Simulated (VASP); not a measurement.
Set up this calculation in VASP 6.6.1, as the native input.

```yaml
Task: single point
Functional: PBE
Potentials_or_basis: VASP PAW PBE potentials, release 64 (Zn)
Cutoff: 520 eV
k_mesh: 2 × 2 × 3
Occupations: methfessel-paxton, width 0.15 eV
Spin: no spin polarisation
Dipole_correction: no
Further_INCAR_settings: LREAL = Auto; ALGO = Normal; EDIFF = 1e-07; NBANDS = 116
```

The structure of Zn (a cell with a defect) lies in POSCAR:

```
Zn
1.0
    8.0554147200      0.0000008700      0.0000000000
   -4.0277081100      6.9761933500      0.0000000000
    0.0000000000      0.0000000000      4.9845780000
Zn
17
Direct
    0.0886532028      0.2205677001      0.2476376135
    0.2259195530      0.1123841849      0.7479945143
    0.1250190802      0.5619313707      0.2478382322
    0.2276581409      0.4463671870      0.7482689608
    0.0886435309      0.8669348195      0.2485249504
    0.2276594416      0.7801462100      0.7478472601
    0.4090035783      0.2039451278      0.2480874008
    0.5665583409      0.1170391166      0.7479714431
    0.4572292743      0.5529314353      0.2483618473
    0.5665599285      0.4483808504      0.7490467598
    0.4572154417      0.9031659941      0.2477096356
    0.5654873563      0.7821756414      0.7478480626
    0.8909801357      0.1140957805      0.7471300479
    0.7631087034      0.3809943622      0.2472189220
    0.8984105219      0.4486306588      0.7471077792
    0.7768696762      0.8878680698      0.2478290038
    0.8909821400      0.7757313987      0.7492756659
```

These files were run (other wordings do the same):

INCAR

```
SYSTEM = Zn
ALGO = Normal ; EDIFF = 1E-7
ENCUT = 520 ; GGA = PE
ISIF = 2 ; ISMEAR = 1
LASPH = .True. ; LCHARG = .False.
LREAL = Auto ; LWAVE = .False.
NBANDS = 116 ; NELM = 60
PREC = Accurate ; SIGMA = 0.15
```

KPOINTS

```
k-points
0
Gamma
  2 2 3
  0 0 0
```

Potentials or basis: VASP PAW PBE potentials, release 64 (Zn).

The run is started by

```sh
$ cat potpaw_PBE.64/Zn/POTCAR > POTCAR
$ mpirun -np 1 vasp_std > vasp.out
```

It gave:

```yaml
Pressure: -1.6 GPa
Largest_force: 0.088 eV/Å
Band_gap_on_the_k_mesh: zero (band 102 reaches 3.38 eV, above the bottom of band 103 at 1.82 eV)
```

Caveat: the k points lie up to 0.45 Å⁻¹ apart.

It took 12 min on 1 thread of Oxide Virtual Turin-like Processor, with other jobs on the host, peak memory 0.4 GiB.
